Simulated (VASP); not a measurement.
Runs of VASP 6.6.1 on KBr. The structure is that of space group Fm-3m (No. 225), or close to it. The cells are those of the table. 

```csv
cell,pressure (GPa),moment (μB)
"a = 4.654 Å, angles 60.0°, 2 atoms",(a),0.00
"a = 4.642, b = 4.642, c = 4.631 Å, angles 60.1, 60.1, 59.8°, 2 atoms",0.0,0.00
"a = 4.619, b = 4.619, c = 4.631 Å, angles 59.9, 59.9, 60.2°, 2 atoms",0.1,0.00
"a = 4.608 Å, angles 60.0°, 2 atoms",0.3,0.00
"a = 4.619 Å, angles 60.3°, 2 atoms",0.1,0.00
```

Alike in all rows: task single point; level PBEsol; potentials or basis VASP PAW PBE potentials, release 64 (K_sv, Br); spin non-collinear, zero start, SOC; k mesh 6 × 6 × 6; cutoff (eV) 520; smearing gaussian 0.01 eV.

Problem. Estimate the missing entries.

Solution. (a) -0.2.

Caveats: the PAW data sets were made with another functional, which shifts forces and pressure a little.
